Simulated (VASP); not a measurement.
# GaNi (Pm-3m) in VASP: a series of runs

The runs below take GaNi through single point, relaxation of cell and atoms, with LDA.

All numbers are computed with VASP 6.6.1; they aren't measurements. Logs are shortened: lines on timing, memory, paths and dates and some standing lists are left out, and cuts for length are marked.

### 1 The cell of the first run

Symmetry: Pm-3m, No. 221, cubic system. The conventional cell has a = 2.780 Å, b = 2.780 Å, c = 2.780 Å, α = 90.00°, β = 90.00°, γ = 90.00°. Within 3.2 Å of Ga (site symmetry m-3m) lie 8 Ni at 2.41 Å and 6 Ga at 2.78 Å. Ni (site symmetry m-3m) has 8 Ga at 2.41 Å and 6 Ni at 2.78 Å within 3.2 Å.

### 2 Single point, LDA

File INCAR:

```
SYSTEM = GaNi
PREC = Accurate ; ENCUT = 520
EDIFF = 1E-6 ; ISMEAR = -1
SIGMA = 0.15 ; LREAL = .False.
LASPH = .True. ; NELM = 100
ALGO = Fast ; ISIF = 2
LWAVE = .False. ; LCHARG = .False.
NBANDS = 18
```

File KPOINTS:

```
Automatic mesh
0
Gamma
  16 16 16
  0 0 0
```

File POSCAR:

```
GaNi
1.0
    2.7797510308      0.0000000000      0.0000000000
    0.0000000000      2.7797510308      0.0000000000
    0.0000000000      0.0000000000      2.7797510308
Ga Ni
1 1
Direct
    0.0000000000      0.0000000000      0.0000000000
    0.5000000000      0.5000000000      0.5000000000
```

Potentials or basis: VASP PAW LDA potentials, release 64 (Ga_d, Ni).

Started as:

```console
> cat potpaw_LDA.64/Ga_d/POTCAR potpaw_LDA.64/Ni/POTCAR > POTCAR
> mpirun -np 1 vasp_std > vasp.out
```

OUTCAR:

```text
SYSTEM = GaNi
   PREC = Accurate
   ENCUT = 520
   EDIFF = 1E-6
   ISMEAR = -1
   LREAL = .False.
   LASPH = .True.
   NELM = 100
   ISIF = 2

 ion  position               nearest neighbor table
   1  0.000  0.000  0.000-   2 2.41   2 2.41   2 2.41   2 2.41   2 2.41   2 2.41   2 2.41   2 2.41

   2  0.500  0.500  0.500-   1 2.41   1 2.41   1 2.41   1 2.41   1 2.41   1 2.41   1 2.41   1 2.41

  LATTYP: Found a simple cubic cell.
 ALAT       =     2.7797510308

  Lattice vectors:

 A1 = (   2.7797510308,   0.0000000000,   0.0000000000)
 A2 = (   0.0000000000,   2.7797510308,   0.0000000000)
 A3 = (   0.0000000000,   0.0000000000,   2.7797510308)

Analysis of symmetry for initial positions (statically):
=====================================================================
 Subroutine PRICEL returns:
 Original cell was already a primitive cell.

 Routine SETGRP: Setting up the symmetry group for a
 simple cubic supercell.

 Subroutine GETGRP returns: Found 48 space group operations
 (whereof 48 operations were pure point group operations)
 out of a pool of 48 trial point group operations.

The static configuration has the point symmetry O_h .

Analysis of symmetry for dynamics (positions and initial velocities):
=====================================================================
 Subroutine PRICEL returns:
 Original cell was already a primitive cell.

 Routine SETGRP: Setting up the symmetry group for a
 simple cubic supercell.

 Subroutine GETGRP returns: Found 48 space group operations
 (whereof 48 operations were pure point group operations)
 out of a pool of 48 trial point group operations.

The dynamic configuration has the point symmetry O_h .

 Subroutine INISYM returns: Found 48 space group operations
 (whereof 48 operations are pure point group operations),
 and found     1 'primitive' translations

----------------------------------------------------------------------------------------

                                     Primitive cell

  volume of cell :      21.4792

  direct lattice vectors                    reciprocal lattice vectors
     2.779751031  0.000000000  0.000000000     0.359744448  0.000000000  0.000000000
     0.000000000  2.779751031  0.000000000     0.000000000  0.359744448  0.000000000
     0.000000000  0.000000000  2.779751031     0.000000000  0.000000000  0.359744448

  length of vectors
     2.779751031  2.779751031  2.779751031     0.359744448  0.359744448  0.359744448

[... 73 lines left out ...]
   ICHARG =      2    charge: 1-file 2-atom 10-const
   ISPIN  =      1    spin polarized calculation?
   LNONCOLLINEAR =      F non collinear calculations
   LSORBIT =      F    spin-orbit coupling
   LASPH  =      T    aspherical Exc in radial PAW
   ENCUT  =  520.0 eV  38.22 Ry    6.18 a.u.   5.17  5.17  5.17*2*pi/ulx,y,z
   NELM   =    100;   NELMIN=  2; NELMDL= -5     # of ELM steps
   EDIFF  = 0.1E-05   stopping-criterion for ELM
   LREAL  =      F    real-space projection
   EDIFFG = 0.1E-04   stopping-criterion for IOM
   NSW    =      0    number of steps for IOM
   IBRION =     -1    ionic relax: 0-MD 1-quasi-New 2-CG
   NFREE  =      0    steps in history (QN), initial steepest desc. (CG)
   ISIF   =      2    stress and relaxation
   ISYM   =      2    0-nonsym 1-usesym 2-fastsym
   POTIM  = 0.5000    time-step for ionic-motion
   TEBEG  =    0.0;   TEEND  =   0.0 temperature during run
   PSTRESS=    0.0 pullay stress
   NELECT =      23.0000    total number of electrons
   NUPDOWN=      -1.0000    fix difference up-down
   EMIN   =  10.00;   EMAX   =-10.00  energy-range for DOS
   EFERMI =   0.00;   METHOD = LEGACY
   ISMEAR =    -1;   SIGMA  =   0.15  broadening in eV -4-tet -1-fermi 0-gaus
   EFERMI_NEDOS =   21; number of points for ismear=-14 and -15
   IALGO  =     68    algorithm
   IMIX   =      4    mixing-type and parameters
     AMIX     =   0.40;   BMIX     =  1.00
     AMIX_MAG =   1.60;   BMIX_MAG =  1.00
  volume/ion in A,a.u.               =      10.74        72.47
  Fermi-wavevector in a.u.,A,eV,Ry     =   1.674859  3.165024 38.166412  2.805152
  Thomas-Fermi vector in A             =   2.759580
   LORBIT       =      0    0 simple, 1 ext, 2 COOP (PROOUT), +10 PAW based schemes
   GGA     = CA    functional components
   LHFCALC =     F    Hartree Fock is set to
   AEXX    =    0.0000 exact exchange contribution
   IVDW    =     0    specifies the selected vdW correction
   LEPSILON=     F    determine dielectric tensor
   LRPA    =     F    only Hartree local field effects (RPA)
 non-spin polarized calculation
 RMM-DIIS sequential band-by-band and
  energy-cutoff  :      520.00
  volume of cell :       21.48
 maximum number of plane-waves:       595
 NGX is ok and might be reduce to    24
   NGX = 11   NGY = 11   NGZ = 11

 number of electron      22.9999984 magnetization

 Free energy of the ion-electron system (eV)
  ---------------------------------------------------
  ext. energy  EPLUGINS =         0.00000000
  ---------------------------------------------------
  free energy    TOTEN  =       -11.02476002 eV

  energy without entropy =      -10.96763941  energy(sigma->0) =      -10.99619972

 E-fermi :  10.8731     XC(G=0): -14.1160

 val. band max:       10.8489414336   @ k =   0.5000   0.3750   0.3125
 cond. band min:      10.8813414292   @ k =   0.3125   0.1250   0.0625
 fundamental gap:      0.0323999956
 Fermi energy:        10.8730955109

 k-point     1 :       0.0000    0.0000    0.0000
  band No.  band energies     occupation
      1      -4.8012      2.00000
      2      -4.8012      2.00000
      3      -4.3462      2.00000
      4      -4.3462      2.00000
      5      -4.3462      2.00000
      6      -2.3865      2.00000
[... 481 lines left out ...]
      5      -4.3419      2.00000
      6       2.3968      2.00000
[... 10 lines left out ...]
     17      24.3340      0.00000
     18      27.0169      0.00000

 [... further k-points ...]
[... 5 lines left out ...]
  --------------------------------------------------------------------------------------
  -------------------------------------------------------------------------------------
  Total        2.1196077      2.1196077      2.1196077      0.0000000     -0.0000000      0.0000000
  in kB      158.1060082    158.1060082    158.1060082      0.0000000     -0.0000000      0.0000000
  external PRESSURE =     158.1060082 kB  Pullay stress =       0.0000000 kB

 VOLUME and BASIS-vectors are now :
 -----------------------------------------------------------------------------
  energy-cutoff  :      520.00
  volume of cell :       21.48
      direct lattice vectors                 reciprocal lattice vectors
     2.779751031  0.000000000  0.000000000     0.359744448  0.000000000  0.000000000
     0.000000000  2.779751031  0.000000000     0.000000000  0.359744448  0.000000000
     0.000000000  0.000000000  2.779751031     0.000000000  0.000000000  0.359744448

 POSITION                                       TOTAL-FORCE (eV/Angst)
 -----------------------------------------------------------------------------------
      0.00000      0.00000      0.00000         0.000000      0.000000      0.000000
      1.38988      1.38988      1.38988         0.000000      0.000000      0.000000
 -----------------------------------------------------------------------------------
    total drift:                                0.000000      0.000000     -0.000000

  FREE ENERGIE OF THE ION-ELECTRON SYSTEM (eV)
  ---------------------------------------------------
  free  energy   TOTEN  =       -11.0247600202 eV

  energy  without entropy=      -10.9676394099  energy(sigma->0) =      -10.99619972
```

stdout:

```text
POSCAR found type information on POSCAR GaNi
 POSCAR found :  2 types and       2 ions
 scaLAPACK will be used
 LDA part: xc-table for (Slater(with rela. corr.)+CA(PZ))
 , standard interpolation
 POSCAR, INCAR and KPOINTS ok, starting setup
 FFT: planning ... GRIDC
 FFT: planning ... GRID_SOFT
 FFT: planning ... GRID
 WAVECAR not read
 entering main loop
WARNING in EDDRMM: call to ZHEGV failed, returncode =   8  4     15
```

Wall time 23 s (1 thread of Intel Xeon 6975P-C (Granite Rapids), shared host); peak memory 0.18 GiB.

What came out:

```yaml
Free_energy: -11.0248 eV
Pressure: 15.8 GPa
```

Spin polarisation is off, so any magnetic state and its effect on volume and gap are missing.

### 3 Relaxation of cell and atoms, LDA, target pressure 15 GPa, at which the enthalpy is minimised

File INCAR:

```
SYSTEM = GaNi
  PREC = Accurate
  ENCUT = 600
  EDIFF = 1E-6
  ISMEAR = -1
  SIGMA = 0.15
  LREAL = .False.
  LASPH = .True.
  NELM = 100
  ALGO = Normal
  ISIF = 3
  LWAVE = .False.
  LCHARG = .False.
  IBRION = 2
  NSW = 80
  EDIFFG = -0.001
  PSTRESS = 150.0
```

File KPOINTS:

```
regular mesh
0
Gamma
  16 16 16
  0 0 0
```

POSCAR is that of step 2.

Potentials or basis: VASP PAW LDA potentials, release 64 (Ga_d, Ni).

Started as:

```console
> cat potpaw_LDA.64/Ga_d/POTCAR potpaw_LDA.64/Ni/POTCAR > POTCAR
> mpirun -np 1 vasp_std > vasp.out
```

Run time: 49 s. Hardware: 1 thread of Intel Xeon 6975P-C (Granite Rapids), shared host; peak memory 0.19 GiB.

It converged, with:

* Free energy: -11.0299 eV
* Relaxed volume: 10.77 Å³/atom
* Relaxed cell: a = 2.782 Å, b = 2.782 Å, c = 2.782 Å, α = 90.00°, β = 90.00°, γ = 90.00°
* Space group after relaxing (to 0.05 Å): Pm-3m (No. 221)
* Energy change on relaxing (the enthalpy is what falls): -2.6 meV/atom
* Ionic steps: 6
* Pressure after relaxing: 15.0 GPa

The path:
```csv
step,energy change (eV),largest force (eV/Å),pressure (GPa),volume (Å³)
1,0.0000,0.0000,15.63,21.48
2,-0.0122,0.0000,14.09,21.61
3,-0.0049,0.0000,15.05,21.53
4,-0.0053,0.0000,14.95,21.53
5,-0.0051,0.0000,15.06,21.53
6,-0.0052,0.0000,15.01,21.53
```

Final structure:
```
Ga Ni
1.0
     2.78211    0.00000    0.00000
     0.00000    2.78211    0.00000
     0.00000    0.00000    2.78211
Ga Ni
1 1
Direct
  0.00000 0.00000 0.00000
  0.50000 0.50000 0.50000
```

Levels at points of the mesh, in eV from the Fermi level:
| k point | band 9 | band 10 | band 11 | band 12 | band 13 | band 14 | band 15 |
| --- | --- | --- | --- | --- | --- | --- | --- |
| (0.00, 0.00, 0.00) | -1.70 | -1.70 | -1.70 | 5.20 | 5.20 | 5.20 | 11.35 |
| (0.50, 0.00, 0.00) | -2.70 | -2.70 | -1.71 | -0.76 | 11.11 | 11.11 | 12.21 |
| (0.50, 0.50, 0.00) | -3.32 | -2.17 | -2.17 | -1.16 | 1.85 | 2.68 | 12.36 |
| (0.50, 0.50, 0.50) | -1.12 | -1.12 | 1.07 | 3.64 | 3.64 | 3.64 | 4.47 |

Caveat: the cell is relaxed towards a set pressure, so the enthalpy falls and the energy may rise. Spin polarisation is off, so any magnetic state and its effect on volume and gap are missing.
